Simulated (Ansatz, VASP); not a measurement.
HfC: VASP beside Ansatz

```
Hf C
1.0
     1.63496    0.94395    5.61434
    -1.63496    0.94395    5.61434
     0.00000   -1.88789    5.61434
Hf C
2 2
Direct
  0.99585 0.99585 0.99585
  0.17015 0.17015 0.17015
  0.41551 0.41551 0.41551
  0.58515 0.58515 0.58515
```

Alike in both runs: functional PBE; k mesh 6 × 6 × 6; occupations gaussian, width 0.1 eV; no spin polarisation.

Ansatz relaxed the structure, and its values are those at the end. VASP's run is a single point on that final structure, the one shown.

```csv
,VASP,Ansatz
version,VASP 6.6.1,Ansatz 0.2.0
potentials or method,"VASP PAW PBE potentials, release 64 (Hf_pv, C), cutoff 520 eV","scalar-relativistic, plane waves, PAW"
valence electrons in the cell,28,60
```

```csv
,VASP,Ansatz,Ansatz less VASP
gap on the k mesh at the Fermi level (eV),none,none,-
pressure (GPa),-0.6,0.1,+0.75
rms of the force components (eV/Å),0.014,0.009,-0.0055
```

A gap of «none» marks a metal or a gap that the smearing closes. VASP's potentials hold 28 valence electrons a cell and Ansatz's 60, so a difference there can come from the potentials and not from the codes.

The k mesh is coarse, so the values compare programs but aren't converged. Spin-orbit coupling is off throughout.
